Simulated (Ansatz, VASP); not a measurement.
**One calculation of Ir2Pt, two programs**

```
Ir Pt
1.0
     2.70959    0.00000    0.00000
     0.00000    2.70959    0.00000
     0.00000    0.00000    6.48546
Ir Pt
2 1
Cartesian
  1.3548 1.3548 2.0251
  1.3548 1.3548 4.4604
  0.0000 0.0000 0.0000
```

Alike in both runs: functional PBE; k mesh 16 × 16 × 8; occupations gaussian, width 0.1 eV; no spin polarisation.

Ansatz relaxed the structure, and its values are those at the end. VASP's run is a single point on that final structure, the one shown.

|  | VASP | Ansatz |
| --- | --- | --- |
| version | VASP 6.6.1 | Ansatz 0.2.0 |
| potentials or method | VASP PAW PBE potentials, release 64 (Ir, Pt), cutoff 500 eV | scalar-relativistic, plane waves, PAW |
| valence electrons in the cell | 28 | 52 |

|  | VASP | Ansatz | Ansatz less VASP |
| --- | --- | --- | --- |
| gap on the k mesh at the Fermi level (eV) | none | none | - |
| pressure (GPa) | -0.1 | 0.0 | +0.09 |
| rms of the force components (eV/Å) | 0.014 | 0.000 | -0.0142 |

A gap of «none» marks a metal or a gap that the smearing closes. VASP's potentials hold 28 valence electrons a cell and Ansatz's 52, so a difference there can come from the potentials and not from the codes.

Neither program's run includes spin-orbit coupling.
